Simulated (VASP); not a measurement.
# Rh (Fm-3m) in VASP: settings compared

Rh is run at these levels: r2SCAN, HSE06, TPSS; tasks: single point.

All numbers are computed with VASP 6.6.1; they aren't measurements. Logs are shortened: lines on timing, memory, paths and dates and some standing lists are left out, and cuts for length are marked.

## Step 1: The cell of the first run

It takes space group Fm-3m (No. 225, cubic). The conventional cell has a = 3.796 Å, b = 3.796 Å, c = 3.796 Å, α = 90.00°, β = 90.00°, γ = 90.00°. Within 3.5 Å of Rh (site symmetry m-3m) lie 12 Rh at 2.68 Å.

## Step 2: Single point, r2SCAN

POSCAR

```
Rh
1.0
    0.0000000000      1.8978500000      1.8978500000
    1.8978500000      0.0000000000      1.8978500000
    1.8978500000      1.8978500000      0.0000000000
Rh
1
Direct
    0.0000000000      0.0000000000      0.0000000000
```

INCAR.step1

```
SYSTEM = Rh
PREC = Accurate
ENCUT = 520
ISMEAR = -1
SIGMA = 0.05
LREAL = .FALSE.
LASPH = .TRUE.
NELM = 100
NBANDS = 14
GGA = PE
ALGO = Normal
EDIFF = 1E-4
LWAVE = .TRUE.
LCHARG = .FALSE.
```

INCAR.step2

```
SYSTEM = Rh
PREC = Accurate
ENCUT = 520
EDIFF = 1E-6
ISMEAR = -1
SIGMA = 0.05
LREAL = .FALSE.
LASPH = .TRUE.
NELM = 100
ALGO = Normal
ISIF = 2
LWAVE = .FALSE.
LCHARG = .FALSE.
METAGGA = R2SCAN
LMIXTAU = .TRUE.
NBANDS = 14
ISTART = 1
```

KPOINTS

```
Automatic mesh
0
G
  12 12 12
  0 0 0
```

Potentials or basis: VASP PAW PBE potentials, release 64 (Rh_pv).

Run with:

```
cat potpaw_PBE.64/Rh_pv/POTCAR > POTCAR
cp INCAR.step1 INCAR
mpirun -np 1 vasp_std > vasp.out
cp INCAR.step2 INCAR
mpirun -np 1 vasp_std > vasp.out
```

OUTCAR:

```text
SYSTEM = Rh
   PREC = Accurate
   ENCUT = 520
   EDIFF = 1E-6
   ISMEAR = -1
   LREAL = .FALSE.
   LASPH = .TRUE.
   NELM = 100
   ISIF = 2
   METAGGA = R2SCAN
   ISTART = 1

 ion  position               nearest neighbor table
   1  0.000  0.000  0.000-

  LATTYP: Found a face centered cubic cell.
 ALAT       =     3.7957000000

  Lattice vectors:

 A1 = (   0.0000000000,   1.8978500000,   1.8978500000)
 A2 = (   1.8978500000,   0.0000000000,   1.8978500000)
 A3 = (   1.8978500000,   1.8978500000,   0.0000000000)

Analysis of symmetry for initial positions (statically):
=====================================================================
 Subroutine PRICEL returns:
 Original cell was already a primitive cell.

 Routine SETGRP: Setting up the symmetry group for a
 face centered cubic supercell.

 Subroutine GETGRP returns: Found 48 space group operations
 (whereof 48 operations were pure point group operations)
 out of a pool of 48 trial point group operations.

The static configuration has the point symmetry O_h .

Analysis of symmetry for dynamics (positions and initial velocities):
=====================================================================
 Subroutine PRICEL returns:
 Original cell was already a primitive cell.

 Routine SETGRP: Setting up the symmetry group for a
 face centered cubic supercell.

 Subroutine GETGRP returns: Found 48 space group operations
 (whereof 48 operations were pure point group operations)
 out of a pool of 48 trial point group operations.

The dynamic configuration has the point symmetry O_h .

 Subroutine INISYM returns: Found 48 space group operations
 (whereof 48 operations are pure point group operations),
 and found     1 'primitive' translations

----------------------------------------------------------------------------------------

                                     Primitive cell

  volume of cell :      13.6715

  direct lattice vectors                    reciprocal lattice vectors
     0.000000000  1.897850000  1.897850000    -0.263456016  0.263456016  0.263456016
     1.897850000  0.000000000  1.897850000     0.263456016 -0.263456016  0.263456016
     1.897850000  1.897850000  0.000000000     0.263456016  0.263456016 -0.263456016

  length of vectors
     2.683965209  2.683965209  2.683965209     0.456319205  0.456319205  0.456319205

  position of ions in fractional coordinates (direct lattice)
     0.000000000  0.000000000  0.000000000

  ion indices of the primitive-cell ions
   primitive index   ion index
                 1           1

----------------------------------------------------------------------------------------

 KPOINTS: Automatic mesh

Automatic generation of k-mesh.
 Grid dimensions read from file:
 generate k-points for:   12   12   12

 Generating k-lattice:

  Cartesian coordinates                     Fractional coordinates (reciprocal lattice)
    -0.021954668  0.021954668  0.021954668     0.083333333  0.000000000  0.000000000
     0.021954668 -0.021954668  0.021954668     0.000000000  0.083333333  0.000000000
     0.021954668  0.021954668 -0.021954668     0.000000000  0.000000000  0.083333333

  Length of vectors
     0.038026600  0.038026600  0.038026600

  Shift w.r.t. Gamma in fractional coordinates (k-lattice)
     0.000000000  0.000000000  0.000000000

 Subroutine IBZKPT returns following result:
 ===========================================

 Found     72 irreducible k-points:

 Following reciprocal coordinates:
            Coordinates               Weight
  0.000000  0.000000  0.000000      1.000000
  0.083333  0.000000  0.000000      8.000000
  0.166667  0.000000  0.000000      8.000000
  0.250000  0.000000  0.000000      8.000000
  0.333333  0.000000  0.000000      8.000000
  0.416667  0.000000  0.000000      8.000000
[... 16 lines left out ...]
  0.500000  0.166667  0.000000     24.000000
 -0.416667  0.166667  0.000000     24.000000
 [... further k-points ...]
   k-points           NKPTS =     72   k-points in BZ     NKDIM =     72   number of bands    NBANDS=     14
   number of dos      NEDOS =    301   number of ions     NIONS =      1
   total plane-waves  NPLWV =   8000
   dimension x,y,z NGX =    20 NGY =   20 NGZ =   20
   dimension x,y,z NGXF=    40 NGYF=   40 NGZF=   40
   ions per type =               1
   NGX,Y,Z   is equivalent  to a cutoff of  12.39, 12.39, 12.39 a.u.
   NGXF,Y,Z  is equivalent  to a cutoff of  24.78, 24.78, 24.78 a.u.
 SYSTEM =  Rh
   PREC   = accura    normal or accurate (medium, high low for compatibility)
   ISTART =      1    job   : 0-new  1-cont  2-samecut
   ICHARG =      0    charge: 1-file 2-atom 10-const
   ISPIN  =      1    spin polarized calculation?
   LNONCOLLINEAR =      F non collinear calculations
   LSORBIT =      F    spin-orbit coupling
   LASPH  =      T    aspherical Exc in radial PAW
   ENCUT  =  520.0 eV  38.22 Ry    6.18 a.u.   4.99  4.99  4.99*2*pi/ulx,y,z
[... 24 lines left out ...]
  Thomas-Fermi vector in A             =   2.770792
   LORBIT       =      0    0 simple, 1 ext, 2 COOP (PROOUT), +10 PAW based schemes
   METAGGA = R2SCAN    functional components
   LHFCALC =     F    Hartree Fock is set to
   AEXX    =    0.0000 exact exchange contribution
   IVDW    =     0    specifies the selected vdW correction
   LEPSILON=     F    determine dielectric tensor
   LRPA    =     F    only Hartree local field effects (RPA)
 non-spin polarized calculation
  energy-cutoff  :      520.00
  volume of cell :       13.67
 maximum number of plane-waves:       380
   NGX =  9   NGY =  9   NGZ =  9

 number of electron      15.0000007 magnetization

 Free energy of the ion-electron system (eV)
  ---------------------------------------------------
  ext. energy  EPLUGINS =         0.00000000
  ---------------------------------------------------
  free energy    TOTEN  =       -24.14216982 eV

  energy without entropy =      -24.13387431  energy(sigma->0) =      -24.13802207

 E-fermi :  11.8459     XC(G=0): -15.2550

 val. band max:       11.7843767249   @ k =  -0.3333   0.3333   0.0000
 cond. band min:      11.8572131627   @ k =   0.3333   0.1667   0.0000
 fundamental gap:      0.0728364378
 Fermi energy:        11.8459352022

 k-point     1 :       0.0000    0.0000    0.0000
  band No.  band energies     occupation
      1     -35.9817      2.00000
      2     -35.9817      2.00000
      3     -35.9817      2.00000
      4       3.6090      2.00000
      5       8.6243      2.00000
      6       8.6243      2.00000
      7       8.6243      2.00000
      8      10.7437      2.00000
      9      10.7437      2.00000
     10      28.5517      0.00000
     11      29.1677      0.00000
     12      34.3351      0.00000
     13      34.3351      0.00000
     14      34.3351      0.00000

 k-point     2 :       0.0833    0.0000    0.0000
  band No.  band energies     occupation
      1     -36.0374      2.00000
      2     -35.9892      2.00000
      3     -35.9892      2.00000
      4       3.9002      2.00000
      5       8.4995      2.00000
      6       8.7350      2.00000
      7       8.7350      2.00000
      8      10.6851      2.00000
      9      10.6851      2.00000
     10      28.9623      0.00000
     11      29.1675      0.00000
     12      32.9069      0.00000
     13      34.7565      0.00000
     14      34.7565      0.00000

 k-point     3 :       0.1667    0.0000    0.0000
  band No.  band energies     occupation
      1     -36.1878      2.00000
      2     -36.0095      2.00000
      3     -36.0095      2.00000
      4       4.6698      2.00000
      5       8.2826      2.00000
      6       8.9556      2.00000
      7       8.9556      2.00000
      8      10.6407      2.00000
      9      10.6407      2.00000
     10      29.1665      0.00000
     11      29.8094      0.00000
     12      30.4696      0.00000
     13      35.9247      0.00000
     14      35.9247      0.00000
[... 324 lines left out ...]
 k-point    23 :       0.5000    0.1667    0.0000
  band No.  band energies     occupation
      1     -36.7025      2.00000
      2     -36.2118      2.00000
      3     -36.1384      2.00000
      4       6.1394      2.00000
      5       7.8912      2.00000
      6       9.3088      2.00000
      7       9.4662      2.00000
      8      12.4769      0.00001
      9      15.6160      0.00000
     10      21.5174      0.00000
     11      29.0106      0.00000
     12      29.1680      0.00000
     13      32.2567      0.00000
     14      32.6036      0.00000

 k-point    24 :      -0.4167    0.1667    0.0000
  band No.  band energies     occupation
      1     -36.7095      2.00000
      2     -36.2383      2.00000
      3     -36.1219      2.00000
      4       6.2101      2.00000
      5       7.9061      2.00000
      6       9.2107      2.00000
      7       9.7178      2.00000
      8      12.0968      0.01316
      9      16.2172      0.00000
     10      21.0802      0.00000
     11      28.6612      0.00000
     12      29.1674      0.00000
     13      31.6821      0.00000
     14      33.4210      0.00000

 [... further k-points ...]

------------------------ aborting loop because EDIFF is reached ----------------------------------------

  FORCE on cell =-STRESS in cart. coord.  units (eV):
  Direction    XX          YY          ZZ          XY          YZ          ZX
  --------------------------------------------------------------------------------------
  -------------------------------------------------------------------------------------
  Total        0.1722385      0.1722385      0.1722385      0.0000000      0.0000000      0.0000000
  in kB       20.1848373     20.1848373     20.1848373      0.0000000      0.0000000      0.0000000
  external PRESSURE =      20.1848373 kB  Pullay stress =       0.0000000 kB

 VOLUME and BASIS-vectors are now :
 -----------------------------------------------------------------------------
  energy-cutoff  :      520.00
  volume of cell :       13.67
      direct lattice vectors                 reciprocal lattice vectors
     0.000000000  1.897850000  1.897850000    -0.263456016  0.263456016  0.263456016
     1.897850000  0.000000000  1.897850000     0.263456016 -0.263456016  0.263456016
     1.897850000  1.897850000  0.000000000     0.263456016  0.263456016 -0.263456016

 POSITION                                       TOTAL-FORCE (eV/Angst)
 -----------------------------------------------------------------------------------
      0.00000      0.00000      0.00000         0.000000      0.000000      0.000000
 -----------------------------------------------------------------------------------
    total drift:                                0.000000      0.000000      0.000000

  FREE ENERGIE OF THE ION-ELECTRON SYSTEM (eV)
  ---------------------------------------------------
  free  energy   TOTEN  =       -24.1421698221 eV

  energy  without entropy=      -24.1338743140  energy(sigma->0) =      -24.13802207
```

It took 37 s on 1 thread of Intel Xeon Platinum 8259CL at 2.50GHz (Skylake/Cascade Lake), shared host; peak memory 0.13 GiB.

Results:

* Free energy: -24.1422 eV
* Pressure: 2.0 GPa
* Band gap on the k mesh: zero (an odd number of electrons rules out a gap without spin polarisation)

Caveat: an empty level that is flat over the whole mesh can mark a ghost state of the potentials, or a narrow d or f band; the PAW data sets were made with another functional, which shifts forces and pressure a little.

## Step 3: Single point, r2SCAN, non-collinear spin, zero start, spin-orbit coupling

POSCAR is that of step 2.

INCAR.step1

```
ALGO = Normal ; EDIFF = 1E-4
ENCUT = 520 ; GGA = PE
GGA_COMPAT = False ; ISMEAR = -1
LASPH = True ; LCHARG = False
LMAXMIX = 4 ; LREAL = False
LSORBIT = True ; LWAVE = True
MAGMOM = 0 0 0 ; NBANDS = 26
NELM = 150 ; PREC = Accurate
SIGMA = 0.05
```

INCAR.step2

```
ALGO = Normal ; EDIFF = 1E-6
ENCUT = 520 ; GGA_COMPAT = False
ISIF = 2 ; ISMEAR = -1
ISTART = 1 ; LASPH = True
LCHARG = False ; LMAXMIX = 4
LMIXTAU = True ; LORBIT = 11
LORBMOM = True ; LREAL = False
LSORBIT = True ; LWAVE = False
MAGMOM = 0 0 0 ; METAGGA = R2SCAN
NBANDS = 26 ; NELM = 150
PREC = Accurate ; SIGMA = 0.05
```

KPOINTS

```
k-points
0
Gamma
  12 12 12
```

Potentials or basis: VASP PAW PBE potentials, release 64 (Rh_pv).

Run with:

```
cat potpaw_PBE.64/Rh_pv/POTCAR > POTCAR
cp INCAR.step1 INCAR
mpirun -np 1 vasp_ncl > vasp.out
cp INCAR.step2 INCAR
mpirun -np 1 vasp_ncl > vasp.out
```

It took 4 min on 1 thread of Intel Xeon Platinum 8259CL at 2.50GHz (Skylake/Cascade Lake), shared host; peak memory 0.2 GiB.

The run converged. Its results:

```
Free energy                                           : -24.2941 eV
Pressure                                              : 2.4 GPa
Net moment                                            : 0.00 μB per cell
Valence electrons inside the program's atomic spheres : Rh 13.83
```

Moments on the atoms (μB; x, y, z):
```
Rh  0.00 0.00 0.00
```

Caveat: the PAW data sets were made with another functional, which shifts forces and pressure a little.

## Step 4: Single point, r2SCAN (14.49 Å³/atom)

This run uses another cell than the first one, of 14.49 Å³/atom.

POSCAR

```
Rh
1.0
    0.0000000000      1.9350721950      1.9350721950
    1.9350721950      0.0000000000      1.9350721950
    1.9350721950      1.9350721950      0.0000000000
Rh
1
Direct
    0.0000000000      0.0000000000      0.0000000000
```

INCAR.step1

```
SYSTEM = Rh
PREC = Accurate
ENCUT = 550
ISMEAR = -1
SIGMA = 0.05
LREAL = .False.
LASPH = .True.
NELM = 120
NBANDS = 14
GGA = PE
ALGO = Normal
EDIFF = 1E-5
LWAVE = .True.
LCHARG = .False.
GGA_COMPAT = .False.
```

INCAR.step2

```
SYSTEM = Rh
PREC = Accurate
ENCUT = 550
EDIFF = 1E-6
ISMEAR = -1
SIGMA = 0.05
LREAL = .False.
LASPH = .True.
NELM = 120
ALGO = Normal
ISIF = 2
LWAVE = .False.
LCHARG = .False.
METAGGA = R2SCAN
LMIXTAU = .True.
NBANDS = 14
ISTART = 1
GGA_COMPAT = .False.
```

KPOINTS

```
regular mesh
0
Gamma
  12 12 12
  0 0 0
```

Run with:

```
cat potpaw_PBE.64/Rh_pv/POTCAR > POTCAR
cp INCAR.step1 INCAR
mpirun -np 1 vasp_std > vasp.out
cp INCAR.step2 INCAR
mpirun -np 1 vasp_std > vasp.out
```

Wall time 33 s (1 thread of AMD EPYC 9R45 (Zen 5), shared host); peak memory 0.12 GiB.

It converged, with:

| Item | Value |
| --- | --- |
| Free energy | -24.1128 eV |
| Pressure | -12.7 GPa |
| Band gap on the k mesh | zero (an odd number of electrons rules out a gap without spin polarisation) |

Levels at points of the mesh, in eV from the Fermi level:
```tsv
k point	band 5	band 6	band 7	band 8	band 9	band 10
(0.00, 0.00, 0.00)	-2.94	-2.94	-2.94	-1.01	-1.01	16.73
(0.50, 0.00, 0.00)	-3.04	-3.04	0.51	0.51	0.96	8.53
(0.50, 0.50, 0.00)	-5.71	0.44	0.94	0.94	3.40	12.19
```

Caveat: the cell stands under tension; an empty level that is flat over the whole mesh can mark a ghost state of the potentials, or a narrow d or f band; the PAW data sets were made with another functional, which shifts forces and pressure a little.

## Step 5: Single point, HSE06

POSCAR

```
Rh
1.0
    0.0000000000      1.8978500000      1.8978500000
    1.8978500000      0.0000000000      1.8978500000
    1.8978500000      1.8978500000      0.0000000000
Rh
1
Direct
    0.0000000000      0.0000000000      0.0000000000
```

INCAR.step1

```
  ALGO = Normal
  EDIFF = 1E-5
  ENCUT = 520
  GGA = PE
  ISIF = 2
  ISMEAR = -1
  LASPH = True
  LCHARG = False
  LREAL = False
  LWAVE = True
  NBANDS = 14
  NELM = 60
  PREC = Accurate
  SIGMA = 0.05
```

INCAR.step2

```
  ALGO = Normal
  EDIFF = 1E-6
  ENCUT = 520
  GGA = PE
  HFSCREEN = 0.2079
  ISIF = 2
  ISMEAR = -1
  ISTART = 1
  LASPH = True
  LCHARG = False
  LHFCALC = True
  LREAL = False
  LWAVE = False
  NBANDS = 14
  NELM = 60
  PREC = Accurate
  PRECFOCK = Normal
  SIGMA = 0.05
```

KPOINTS

```
k-points
0
Gamma
  8 8 8
```

Run with:

```
cat potpaw_PBE.64/Rh_pv/POTCAR > POTCAR
cp INCAR.step1 INCAR
mpirun -np 1 vasp_std > vasp.out
cp INCAR.step2 INCAR
mpirun -np 1 vasp_std > vasp.out
```

Wall time 53 min (1 thread of AMD EPYC 7R13 (Zen 3), shared host); peak memory 0.21 GiB.

The run converged. Its results:

| Property | Result |
| --- | --- |
| Free energy | -8.4663 eV |
| Pressure | -2.4 GPa |
| Band gap on the k mesh | zero (an odd number of electrons rules out a gap without spin polarisation) |

Levels at points of the mesh, in eV from the Fermi level:
| k point | band 3 | band 4 | band 5 | band 6 | band 7 | band 8 | band 9 | band 10 | band 11 | band 12 |
| --- | --- | --- | --- | --- | --- | --- | --- | --- | --- | --- |
| (0.00, 0.00, 0.00) | -49.42 | -8.78 | -3.69 | -3.69 | -3.69 | -1.72 | -1.72 | 17.18 | 22.94 | 22.94 |
| (0.50, 0.00, 0.00) | -49.55 | -7.02 | -3.98 | -3.98 | 0.65 | 0.65 | 0.93 | 9.96 | 16.68 | 22.88 |
| (0.50, 0.50, 0.00) | -49.76 | -7.48 | -6.91 | 0.08 | 1.35 | 1.35 | 3.74 | 13.66 | 14.57 | 14.57 |

Caveat: the PAW data sets were made with another functional, which shifts forces and pressure a little.

## Step 6: Single point, TPSS

POSCAR is that of step 5.

INCAR.step1

```
ISMEAR = 1 ; SIGMA = 0.1
LWAVE = T ; LCHARG = T
ISIF = 2 ; NELM = 100
ALGO = Normal ; PREC = Accurate
LASPH = T ; LREAL = F
EDIFF = 1E-5 ; GGA_COMPAT = F
ENCUT = 440 ; GGA = PE
```

INCAR.step2

```
METAGGA = TPSS ; ISMEAR = 1
SIGMA = 0.1 ; LWAVE = F
LCHARG = F ; ISIF = 2
NELM = 100 ; ALGO = All
PREC = Accurate ; LASPH = T
LREAL = F ; EDIFF = 1E-6
GGA_COMPAT = F ; ENCUT = 440
LMIXTAU = T ; ISTART = 1
ISEARCH = 1
```

KPOINTS

```
k-points
0
Gamma
  12 12 12
```

Potentials or basis: VASP PAW PBE potentials, release 64 (Rh_pv).

Run with:

```
cat potpaw_PBE.64/Rh_pv/POTCAR > POTCAR
cp INCAR.step1 INCAR
mpirun -np 1 vasp_std > vasp.out
cp INCAR.step2 INCAR
mpirun -np 1 vasp_std > vasp.out
```

Wall time 29 s (1 thread of Intel Xeon 6975P-C (Granite Rapids), shared host); peak memory 0.13 GiB.

Results (log left out):

```
Free energy            : -15.8351 eV
Pressure               : 3.1 GPa
Band gap on the k mesh : zero (an odd number of electrons rules out a gap without spin polarisation)
```

Levels at points of the mesh, in eV from the Fermi level:
| k point | band 5 | band 6 | band 7 | band 8 | band 9 | band 10 |
| --- | --- | --- | --- | --- | --- | --- |
| (0.00, 0.00, 0.00) | -3.15 | -3.15 | -3.15 | -1.08 | -1.08 | 16.03 |
| (0.50, 0.00, 0.00) | -3.26 | -3.26 | 0.53 | 0.53 | 0.66 | 8.76 |
| (0.50, 0.50, 0.00) | -6.07 | 0.47 | 0.97 | 0.97 | 3.27 | 12.36 |

Caveat: the cell stands under pressure; the PAW data sets were made with another functional, which shifts forces and pressure a little.

## Step 7: Overview

| level | spin | cell | k mesh | cutoff (eV) | smearing | dipole correction | grid for exact exchange (PRECFOCK) | share of exact exchange | screening parameter | tolerance level | gap on the mesh (eV) | pressure (GPa) |
| --- | --- | --- | --- | --- | --- | --- | --- | --- | --- | --- | --- | --- |
| r2SCAN | off | a = 2.684 Å, angles 60.0°, 1 atom | 12 × 12 × 12 | 520 | fermi-dirac 0.05 eV | no | - | - | - | - | none | 2.0 |
| r2SCAN | non-collinear, zero start, SOC | a = 2.684 Å, angles 60.0°, 1 atom | 12 × 12 × 12 | 520 | fermi-dirac 0.05 eV | no | - | - | - | - | - | 2.4 |
| r2SCAN | off | a = 2.737 Å, angles 60.0°, 1 atom | 12 × 12 × 12 | 550 | fermi-dirac 0.05 eV | no | - | - | - | - | none | -12.7 |
| HSE06 | off | a = 2.684 Å, angles 60.0°, 1 atom | 8 × 8 × 8 | 520 | fermi-dirac 0.05 eV | no | Normal | 0.25 | 0.2079 1/Å | - | none | -2.4 |
| TPSS | off | a = 2.684 Å, angles 60.0°, 1 atom | 12 × 12 × 12 | 440 | methfessel-paxton 0.1 eV | - | - | - | - | standard | none | 3.1 |

Alike in all rows: task single point; potentials or basis VASP PAW PBE potentials, release 64 (Rh_pv).

The pressure there spans -2.4 GPa (HSE06) to 3.1 GPa (TPSS); a positive pressure means that this level wants a larger cell, a negative one a smaller.

Caveats: the PAW data sets were made with another functional, which shifts forces and pressure a little; an empty level that is flat over the whole mesh can mark a ghost state of the potentials, or a narrow d or f band (at least some runs); the cell stands under tension (at least some runs); the cell stands under pressure (at least some runs).

Absolute energies hang on the potentials; compare differences alone.
